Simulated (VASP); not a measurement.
Write the native input for VASP 6.6.1 that does the following.

* Task: single point
* Functional: LDA
* Potentials or basis: VASP PAW LDA potentials, release 64 (O, C, Si, H)
* Cutoff: 520 eV
* k mesh: 1 × 1 × 1
* Occupations: fermi-dirac, width 0.05 eV
* Spin: no spin polarisation
* Dipole correction: no
* Further INCAR settings: LREAL = Auto; ALGO = Normal; EDIFF = 1e-07; NBANDS = 68

The structure of SiH4CO lies in POSCAR:

```
SiH4CO
1.0
    7.2356160000      0.0000000000      0.0000000000
    0.0000000000      7.2356160000      0.0000000000
    0.0000000000      0.0000000000      7.2356160000
O C Si H
5 5 5 20
Direct
    0.1375971306      0.5164729582      0.3233864263
    0.8381594601      0.4163432664      1.0294769651
    0.7052751279      0.5034540252      0.2973623808
    0.6315149947      0.1611473025      0.5317584571
    0.2604754039      0.8729318969      0.9947321693
    0.2441948274      0.3986391760      0.3134909315
    0.9074555643      0.2718496946      1.0363595857
    0.8188107274      0.5433815172      0.3941060443
    0.7392736154      0.2555552976      0.5935500170
    0.3894899895      0.8258177327      0.9182355725
    0.2032307961      0.4928813248      0.8892262939
    0.9859561370      0.0686327190      0.3257220947
    0.7828635461      0.8290793762      0.6543326788
    0.5859349087      0.1486120878     -0.0085549040
    0.2060916444      0.1329948964      0.6789470309
    0.2728033107      0.5723769752      1.0581545510
    0.1637732019      0.3020337177      0.9250905521
    0.0420696731      0.5686730750      0.7942931189
    0.3611717371      0.4780242622      0.7545452937
    1.1263726544     -0.0076703905      0.1880835025
    0.7847845989      0.0950713802      0.2772949808
    0.9744436410     -0.0513156033      0.4868693972
    1.0659216852      0.2379894124      0.4166196769
    0.6159392649      0.8369847156      0.7697616900
    0.8442819519      0.6437046963      0.7237393471
    0.7082880020      0.8391545378      0.4584820422
    0.9544729847      0.9490553396      0.7266001955
    0.5623709163      0.2264492754      0.1766677502
    0.4952031727     -0.0236330950      0.0380064393
    0.5389727703      0.2880888096     -0.1464284451
    0.7763679001      0.0868205278     -0.0870831177
    0.2166919859     -0.0403973898      0.5716444875
    0.3182313710      0.1123608550      0.8429275407
    0.3269659418      0.2765210315      0.5820237005
    0.0235639923      0.2362894880      0.7068092060
```

The input as run:

INCAR

```
SYSTEM = SiH4CO
ALGO     = Normal         ! electronic algorithm
EDIFF    = 1E-7           ! SCF threshold, eV
ENCUT    = 520            ! plane-wave cutoff, eV
ISIF     = 2              ! what is computed and relaxed
ISMEAR   = -1             ! smearing method
LASPH    = .TRUE.         ! aspherical terms in the spheres
LCHARG   = .FALSE.        ! write CHGCAR
LREAL    = Auto         
LWAVE    = .FALSE.        ! write WAVECAR
NBANDS   = 68             ! bands
NELM     = 60             ! most SCF steps
PREC     = Accurate       ! precision mode
SIGMA    = 0.05           ! smearing width, eV
```

KPOINTS

```
k-points
0
G
  1 1 1
  0 0 0
```

Potentials or basis: VASP PAW LDA potentials, release 64 (O, C, Si, H).

Launch:

```sh
$ cat potpaw_LDA.64/O/POTCAR potpaw_LDA.64/C/POTCAR potpaw_LDA.64/Si/POTCAR potpaw_LDA.64/H/POTCAR > POTCAR
$ mpirun -np 1 vasp_gam > vasp.out
```

Results of the run:

```yaml
Pressure: 8.6 GPa
Largest_force: 2.981 eV/Å
Band_gap_on_the_k_mesh: 2.61 eV
```

Caveat: the k points lie up to 0.87 Å⁻¹ apart; the atoms stand as in a frame of molecular dynamics.

It took 43 s on 1 thread of Intel(R) Xeon(R) Platinum 8259CL CPU @ 2.50GHz (Skylake/Cascade Lake), with other jobs on the host, peak memory 0.29 GiB.
